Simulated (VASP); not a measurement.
Set up this calculation in VASP 6.6.1, as the native input.

| Property | Result |
| --- | --- |
| Task | single point |
| Functional | PBE |
| Potentials or basis | VASP PAW PBE potentials, release 64 (Mn_pv, S) |
| Cutoff | 520 eV |
| k mesh | 9 × 9 × 9 |
| Occupations | gaussian, width 0.023 eV |
| Spin | collinear spin, ferromagnetic start |
| Starting moments | [4.0, 0.0] μB |
| Dipole correction | no |
| Further INCAR settings | ALGO = Fast; EDIFF = 1e-06; NBANDS = 20 |

The structure of MnS lies in POSCAR:

```
MnS
1.0
    0.0000000000      2.6045000000      2.6045000000
    2.6045000000      0.0000000000      2.6045000000
    2.6045000000      2.6045000000      0.0000000000
Mn S
1 1
Direct
    0.0000000000      0.0000000000      0.0000000000
    0.5000000000      0.5000000000      0.5000000000
```

One way to write it, as run:

INCAR

```
  PREC = Accurate
  ENCUT = 520
  EDIFF = 1E-6
  ISMEAR = 0
  SIGMA = 0.023
  LREAL = F
  LASPH = T
  NELM = 150
  ALGO = Fast
  ISIF = 2
  LWAVE = F
  LCHARG = F
  ISPIN = 2
  MAGMOM = 4 0
  LORBIT = 11
  LMAXMIX = 4
  GGA = PE
  NBANDS = 20
```

KPOINTS

```
regular mesh
0
Gamma
  9 9 9
```

Potentials or basis: VASP PAW PBE potentials, release 64 (Mn_pv, S).

The run is started by

```sh
$ cat potpaw_PBE.64/Mn_pv/POTCAR potpaw_PBE.64/S/POTCAR > POTCAR
$ mpirun -np 1 vasp_std > vasp.out
```

Results of the run:

```json
{"Pressure": "-2.9 GPa", "Net moment": "4.72 μB per cell", "Site moments": "Mn +4.26; S +0.11 μB", "Valence electrons inside the program's atomic spheres": "Mn 11.30; S 3.73"}
```

Caveat: a cell with one magnetic atom can't hold antiferromagnetic order, which such compounds often take.

Wall time 71 s on 1 thread of AMD EPYC 9755 128-Core Processor (shared host), peak memory 0.15 GiB.
